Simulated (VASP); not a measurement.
Set up this calculation in VASP 6.6.1, as the native input.

| Item | Value |
| --- | --- |
| Task | relaxation of cell and atoms |
| Functional | PBE |
| Potentials or basis | VASP PAW PBE potentials, release 64 (Nb_sv, Sn_d, Se) |
| Cutoff | 500 eV |
| k mesh | 4 × 4 × 1 |
| Occupations | gaussian, width 0.15 eV |
| Spin | no spin polarisation |
| Dipole correction | no |
| Further INCAR settings | ALGO = Normal; EDIFF = 1e-07; IBRION = 2; EDIFFG = -0.08; NSW = 36; ISIF = 3 |

The structure of NbSnSe4 lies in POSCAR:

```
NbSnSe4
1.0
    3.6200000000      0.0000000000      0.0000000000
   -1.8100000000      3.1350119600      0.0000000000
    0.0000000000      0.0000000000     12.9000000000
Nb Sn Se
1 1 4
Direct
    0.3333333300      0.6666666700      0.0000000000
    0.0000000000      0.0000000000      0.5000000000
    0.6666666700      0.3333333300      0.6230000000
    0.3333333300      0.6666666700      0.3770000000
    0.0000000000      0.0000000000      0.8690000000
    0.0000000000      0.0000000000      0.1310000000
```

The input as run:

INCAR

```
PREC = Accurate ; ENCUT = 500
EDIFF = 1E-7 ; ISMEAR = 0
SIGMA = 0.15 ; LREAL = False
LASPH = True ; NELM = 120
ALGO = Normal ; ISIF = 3
LWAVE = False ; LCHARG = False
GGA = PE ; IBRION = 2
NSW = 36 ; EDIFFG = -0.08
GGA_COMPAT = False ; NELMIN = 4
```

KPOINTS

```
regular mesh
0
Gamma
  4 4 1
```

Potentials or basis: VASP PAW PBE potentials, release 64 (Nb_sv, Sn_d, Se).

Launch:

```sh
$ cat potpaw_PBE.64/Nb_sv/POTCAR potpaw_PBE.64/Sn_d/POTCAR potpaw_PBE.64/Se/POTCAR > POTCAR
$ mpirun -np 1 vasp_std > vasp.out
```

Results of the run:

* Relaxed volume: 27.47 Å³/atom
* Relaxed cell: a = 3.682 Å, b = 3.682 Å, c = 14.040 Å, α = 90.00°, β = 90.00°, γ = 120.00°
* Space group after relaxing (to 0.1 Å): P3m1 (No. 156)
* Energy gained by relaxing: 39.3 meV/atom
* Ionic steps: 18
* Pressure after relaxing: 0.2 GPa
* Largest force after relaxing: 0.072 eV/Å
* Band gap on the k mesh: zero (an odd number of electrons rules out a gap without spin polarisation)

Caveat: the k points lie up to 0.49 Å⁻¹ apart in the final cell, too coarse for converged energies and pressures of a metal; spin-orbit coupling is left out, which moves the levels of the heavy elements; this functional lacks dispersion, which binds the layers, so the pressure and a relaxed spacing across them are unreliable; the relaxation stopped at a loose force limit of 0.08 eV/Å, so its end isn't a converged minimum.

Wall time 6.2 min on 1 thread of Intel(R) Xeon(R) Platinum 8488C (Sapphire Rapids), with other jobs on the host, peak memory 0.27 GiB.
